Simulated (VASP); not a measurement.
Crystal: Ag.

```xyz
1
Lattice="2.7004 0.0000 0.0000 0.0000 2.7004 0.0000 0.0000 0.0000 2.7668" Properties=species:S:1:pos:R:3 pbc="T T T"
Ag    0.0000    0.0000    0.0000
```

- Program: VASP 6.6.1
- Task: relaxation of cell and atoms
- Functional: PBE
- Potentials or basis: VASP PAW PBE potentials, release 64 (Ag)
- Cutoff: 600 eV
- k mesh: 20 × 20 × 20
- Occupations: gaussian, width 0.1 eV
- Spin: no spin polarisation

At the start: pressure 2.3 GPa; volume 20.18 Å³/atom.

How do energy, volume and symmetry change on relaxing?

Over 5 steps the energy falls by 8.4 meV/atom and the volume is 20.76 Å³/atom (+2.9 %); space group Pm-3m (No. 221, to 0.1 Å) before and after.

The path:
```
step  energy change (eV)  largest force (eV/Å)  pressure (GPa)  volume (Å³)
   1              0.0000                0.0000            2.28        20.18
   2             -0.0076                0.0000           -0.82        21.02
   3             -0.0083                0.0000           -0.15        20.82
   4             -0.0083                0.0000           -0.24        20.83
   5             -0.0084                0.0000           -0.03        20.76
```

Final structure:
```
CELL_PARAMETERS angstrom
2.74895 0.00000 0.00000
0.00000 2.74895 0.00000
0.00000 0.00000 2.74747
ATOMIC_POSITIONS crystal
Ag 0.00000 0.00000 0.00000
```
